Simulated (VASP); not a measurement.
# Ga2As2H in VASP: further runs, part 2 of 2

VASP 6.6.1. Earlier steps stand in the parts before.

### 3 Single point, PBE, collinear spin

INCAR reads:

```
SYSTEM = Ga2As2H
PREC = Accurate ; ENCUT = 520
EDIFF = 1E-6 ; ISMEAR = 0
SIGMA = 0.05 ; LREAL = .False.
LASPH = .True. ; NELM = 150
ALGO = Normal ; ISIF = 2
LWAVE = .False. ; LCHARG = .True.
ISPIN = 2 ; MAGMOM = 0 0 0 0 1
LORBIT = 11 ; LDIPOL = .True.
IDIPOL = 3 ; DIPOL = 0.5 0.5 0.346
GGA = PE ; LELF = .True.
LVHAR = .True. ; LVACPOTAV = .True.
NBANDS = 30
```

KPOINTS reads:

```
regular mesh
0
Gamma
  7 7 1
  0 0 0
```

POSCAR reads:

```
Ga2As2H
1.0
    4.0629609257      0.0000000000      0.0000000000
    0.0000000000      4.0629609257      0.0000000000
    0.0000000000      0.0000000000     19.8904986560
As Ga H
2 2 1
Direct
    0.0000000000      0.5000000000      0.2011010417
    0.5000000000      0.0000000000      0.3511019680
    0.5000000000      0.5000000000      0.2733201266
    0.0000000000      0.0000000000      0.4218345051
    0.2500000000      0.1250000000      0.4831453603
```

Potentials or basis: VASP PAW PBE potentials, release 64 (As, Ga_d, H).

The run is started by

```bash
$ cat potpaw_PBE.64/As/POTCAR potpaw_PBE.64/Ga_d/POTCAR potpaw_PBE.64/H/POTCAR > POTCAR
$ mpirun -np 1 vasp_std > vasp.out
```

OUTCAR:

```text
SYSTEM = Ga2As2H
   PREC = Accurate
   ENCUT = 520
   EDIFF = 1E-6
   ISMEAR = 0
   LREAL = .False.
   LASPH = .True.
   NELM = 150
   ISIF = 2
   ISPIN = 2
   LORBIT = 11
   GGA = PE

 ion  position               nearest neighbor table
   1  0.000  0.500  0.201-   3 2.49   3 2.49
   2  0.500  0.000  0.351-   4 2.47   4 2.47   3 2.55   3 2.55
   3  0.500  0.500  0.273-   1 2.49   1 2.49   2 2.55   2 2.55
   4  0.000  0.000  0.422-   5 1.67   2 2.47   2 2.47
   5  0.250  0.125  0.483-   4 1.67

  LATTYP: Found a simple tetragonal cell.
 ALAT       =     4.0629609257
 C/A-ratio  =     4.8955673017

  Lattice vectors:

 A1 = (   4.0629609257,   0.0000000000,   0.0000000000)
 A2 = (   0.0000000000,   4.0629609257,   0.0000000000)
 A3 = (   0.0000000000,   0.0000000000,  19.8904986560)

Analysis of symmetry for initial positions (statically):
=====================================================================
 Subroutine PRICEL returns:
 Original cell was already a primitive cell.

 Routine SETGRP: Setting up the symmetry group for a
 simple tetragonal supercell.

 Subroutine GETGRP returns: Found  1 space group operations
 (whereof  1 operations were pure point group operations)
 out of a pool of 16 trial point group operations.

The static configuration has the point symmetry C_1 .

Analysis of symmetry for dynamics (positions and initial velocities):
=====================================================================
 Subroutine PRICEL returns:
 Original cell was already a primitive cell.

 Routine SETGRP: Setting up the symmetry group for a
 simple tetragonal supercell.

 Subroutine GETGRP returns: Found  1 space group operations
 (whereof  1 operations were pure point group operations)
 out of a pool of 16 trial point group operations.

The dynamic configuration has the point symmetry C_1 .

Analysis of structural, dynamic, and magnetic symmetry:
=====================================================================
 Subroutine PRICEL returns:
 Original cell was already a primitive cell.

 Routine SETGRP: Setting up the symmetry group for a
 simple tetragonal supercell.

 Subroutine GETGRP returns: Found  1 space group operations
 (whereof  1 operations were pure point group operations)
 out of a pool of 16 trial point group operations.

The overall configuration has the point symmetry C_1 .

 Subroutine INISYM returns: Found  1 space group operations
 (whereof  1 operations are pure point group operations),
 and found     1 'primitive' translations

----------------------------------------------------------------------------------------

                                     Primitive cell

  volume of cell :     328.3454

  direct lattice vectors                    reciprocal lattice vectors
     4.062960926  0.000000000  0.000000000     0.246125921  0.000000000  0.000000000
     0.000000000  4.062960926  0.000000000     0.000000000  0.246125921  0.000000000
     0.000000000  0.000000000 19.890498656     0.000000000  0.000000000  0.050275260

  length of vectors
     4.062960926  4.062960926 19.890498656     0.246125921  0.246125921  0.050275260

  position of ions in fractional coordinates (direct lattice)
     0.000000000  0.500000000  0.201101042
     0.500000000  0.000000000  0.351101968
     0.500000000  0.500000000  0.273320127
     0.000000000  0.000000000  0.421834505
     0.250000000  0.125000000  0.483145360

  ion indices of the primitive-cell ions
   primitive index   ion index
[... 87 lines left out ...]
   NELECT =      37.0000    total number of electrons
   NUPDOWN=      -1.0000    fix difference up-down
   EMIN   =  10.00;   EMAX   =-10.00  energy-range for DOS
   EFERMI =   0.00;   METHOD = LEGACY
   ISMEAR =     0;   SIGMA  =   0.05  broadening in eV -4-tet -1-fermi 0-gaus
   EFERMI_NEDOS =   21; number of points for ismear=-14 and -15
   IALGO  =     38    algorithm
   IMIX   =      4    mixing-type and parameters
     AMIX     =   0.40;   BMIX     =  1.00
     AMIX_MAG =   1.60;   BMIX_MAG =  1.00
  volume/ion in A,a.u.               =      65.67       443.16
  Fermi-wavevector in a.u.,A,eV,Ry     =   0.790736  1.494275  8.507235  0.625264
  Thomas-Fermi vector in A             =   1.896137
   LORBIT       =     11    0 simple, 1 ext, 2 COOP (PROOUT), +10 PAW based schemes
   GGA     = PE    functional components
   LHFCALC =     F    Hartree Fock is set to
   AEXX    =    0.0000 exact exchange contribution
   IVDW    =     0    specifies the selected vdW correction
   LEPSILON=     F    determine dielectric tensor
   LRPA    =     F    only Hartree local field effects (RPA)
 spin polarized calculation
 Gauss-broadening in eV      SIGMA  =   0.05
  energy-cutoff  :      520.00
  volume of cell :      328.35
 maximum number of plane-waves:      8887
 NGX is ok and might be reduce to    30
   NGX = 15   NGY = 15   NGZ = 73

 dipolmoment           0.000000      0.000000      0.000017 electrons x Angstroem

 number of electron      37.0000034 magnetization       0.1001511

 dipolmoment           0.000000      0.000000     -0.099371 electrons x Angstroem

 Free energy of the ion-electron system (eV)
  ---------------------------------------------------
  ext. energy  EPLUGINS =         0.00000000
  ---------------------------------------------------
  free energy    TOTEN  =       -16.98070615 eV

  energy without entropy =      -16.97746481  energy(sigma->0) =      -16.97908548

 E-fermi :  -2.5918     XC(G=0):  -3.6933

 val. band max:       -2.5935927048   @ k =  -0.4286   0.2857   0.0000
 cond. band min:      -2.5512228409   @ k =  -0.1429   0.2857   0.0000
 fundamental gap:      0.0423698639
 Fermi energy:        -2.5917860802

 spin component 1

 k-point     1 :       0.0000    0.0000    0.0000
  band No.  band energies     occupation
      1     -17.7821      1.00000
      2     -17.6964      1.00000
      3     -17.6330      1.00000
      4     -17.6017      1.00000
      5     -17.5317      1.00000
      6     -16.8687      1.00000
[... 781 lines left out ...]
     29       5.5150      0.00000
     30       5.7561      0.00000

 [... further k-points ...]

 spin component 2

 k-point     1 :       0.0000    0.0000    0.0000
  band No.  band energies     occupation
      1     -17.7816      1.00000
      2     -17.6958      1.00000
      3     -17.6330      1.00000
      4     -17.6007      1.00000
      5     -17.5308      1.00000
      6     -16.8687      1.00000
[... 781 lines left out ...]
     29       5.5477      0.00000
     30       5.7697      0.00000

 [... further k-points ...]

------------------------ aborting loop because EDIFF is reached ----------------------------------------

  FORCE on cell =-STRESS in cart. coord.  units (eV):
  Direction    XX          YY          ZZ          XY          YZ          ZX
  --------------------------------------------------------------------------------------
  -------------------------------------------------------------------------------------
  Total       -2.8142225     -2.0448707     -0.2950606     -0.6989409      0.2080783     -2.6999614
  in kB      -13.7321345     -9.9780453     -1.4397623     -3.4105159      1.0153279    -13.1745920
  external PRESSURE =      -8.3833140 kB  Pullay stress =       0.0000000 kB

 VOLUME and BASIS-vectors are now :
 -----------------------------------------------------------------------------
  energy-cutoff  :      520.00
  volume of cell :      328.35
      direct lattice vectors                 reciprocal lattice vectors
     4.062960926  0.000000000  0.000000000     0.246125921  0.000000000  0.000000000
     0.000000000  4.062960926  0.000000000     0.000000000  0.246125921  0.000000000
     0.000000000  0.000000000 19.890498656     0.000000000  0.000000000  0.050275260

 POSITION                                       TOTAL-FORCE (eV/Angst)
 -----------------------------------------------------------------------------------
      0.00000      2.03148      4.00000         0.120260     -0.077947      0.316411
      2.03148      0.00000      6.98359         0.094966     -0.456359     -0.118629
      2.03148      2.03148      5.43647         0.192142      0.170638     -0.319201
      0.00000      0.00000      8.39050         0.798306      0.586665      0.124878
      1.01574      0.50787      9.61000        -1.205674     -0.222997     -0.003459
 -----------------------------------------------------------------------------------
    total drift:                               -0.000063      0.000031     -0.000537

  FREE ENERGIE OF THE ION-ELECTRON SYSTEM (eV)
  ---------------------------------------------------
  free  energy   TOTEN  =       -16.9807061490 eV

  energy  without entropy=      -16.9774648069  energy(sigma->0) =      -16.97908548

 vacuum level on the upper side and lower side of the slab         2.050         3.138

 total charge

# of ion       s       p       d       tot
------------------------------------------
    1        1.290   1.343   0.016   2.649
    2        1.236   1.508   0.030   2.774
    3        0.907   0.712   9.977  11.596
    4        0.943   0.673   9.960  11.576
    5        0.494   0.008   0.000   0.502
--------------------------------------------------
tot          4.870   4.243  19.984  29.096

 magnetization (x)

# of ion       s       p       d       tot
------------------------------------------
    1        0.001   0.035   0.000   0.036
    2        0.000   0.006   0.000   0.006
    3       -0.001  -0.001   0.001  -0.001
    4       -0.000   0.002   0.000   0.002
    5        0.001   0.000   0.000   0.001
--------------------------------------------------
tot          0.002   0.042   0.002   0.045
```

It took 8.1 min on 1 thread of Intel Xeon Platinum 8488C (Sapphire Rapids), shared host; peak memory 0.7 GiB.

Results:

```yaml
Free_energy: -16.9807 eV
Largest_force: 1.226 eV/Å
Net_moment: 0.10 μB per cell
Site_moments: As +0.04, +0.01; Ga -0.00, +0.00; H +0.00 μB
Valence_electrons_inside_the_program's_atomic_spheres: As 2.65, 2.77; Ga 11.60, 11.58; H 0.50
```

Forces in eV/Å, atoms in the order of the input:
```
As   0.120 -0.078  0.316
As   0.095 -0.456 -0.119
Ga   0.192  0.171 -0.319
Ga   0.798  0.587  0.125
H   -1.206 -0.223 -0.003
```

### 4 Single point, PBE, collinear spin

INCAR reads:

```
SYSTEM = Ga2As2H
PREC = Accurate
ENCUT = 520
EDIFF = 1E-7
ISMEAR = 0
SIGMA = 0.05
LREAL = .FALSE.
LASPH = .TRUE.
NELM = 150
ALGO = Normal
ISIF = 2
LWAVE = .FALSE.
LCHARG = .TRUE.
ISPIN = 2
MAGMOM = 0 0 0 0 1
LORBIT = 11
LDIPOL = .TRUE.
IDIPOL = 3
DIPOL = 0.5 0.5 0.342
GGA = PE
LELF = .TRUE.
LVHAR = .TRUE.
LVACPOTAV = .TRUE.
NBANDS = 30
```

KPOINTS reads:

```
Automatic mesh
0
G
  7 7 1
  0 0 0
```

Changes to POSCAR since step 3:

```diff
@@ -12,2 +12,2 @@
     0.0000000000      0.0000000000      0.4218345051
-    0.2500000000      0.1250000000      0.4831453603
+    0.3750000000      0.2500000000      0.4631595425
```

The run is started by

```bash
$ cat potpaw_PBE.64/As/POTCAR potpaw_PBE.64/Ga_d/POTCAR potpaw_PBE.64/H/POTCAR > POTCAR
$ mpirun -np 1 vasp_std > vasp.out
```

Run time: 15 min. Hardware: 1 thread of Intel Xeon Platinum 8559C (Emerald Rapids), shared host; peak memory 0.69 GiB.

It converged, with:

```
Free energy                                           : -16.0079 eV
Largest force                                         : 1.711 eV/Å
Net moment                                            : 0.00 μB per cell
Valence electrons inside the program's atomic spheres : As 2.65, 2.76; Ga 11.60, 11.48; H 0.43
```

Forces on the atoms (eV/Å):
```
As   0.186 -0.098  0.436
As  -0.044 -0.658 -0.596
Ga   0.182  0.202 -0.359
Ga   1.304  0.979  0.520
H   -1.628 -0.425  0.000
```

Levels at points of the mesh, in eV from the Fermi level:
Spin up:
```tsv
k point	band 15	band 16	band 17	band 18	band 19	band 20	band 21	band 22
(0.00, 0.00, 0.00)	-2.02	-1.67	-0.63	-0.20	0.62	0.96	2.23	2.57
```
Spin down:
| k point | band 15 | band 16 | band 17 | band 18 | band 19 | band 20 | band 21 | band 22 |
| --- | --- | --- | --- | --- | --- | --- | --- | --- |
| (0.00, 0.00, 0.00) | -2.02 | -1.67 | -0.63 | -0.20 | 0.62 | 0.96 | 2.23 | 2.57 |

### 5 Summary

```tsv
cell	gap on the mesh (eV)	moment (μB)	largest force (eV/Å)
as given, atomic positions A	none	0.10	1.45
as given, atomic positions B	none	0.10	1.23
as given, atomic positions C	none	0.00	1.71
```

Alike in all rows: task single point; level PBE; potentials or basis VASP PAW PBE potentials, release 64 (As, Ga_d, H); spin collinear; k mesh 7 × 7 × 1; cutoff (eV) 520; smearing gaussian 0.05 eV.

Total energies depend on the potentials used, so only differences within one code and one set of settings carry meaning.

The gap in the log of VASP goes by the Fermi energy; the results here count the filled bands.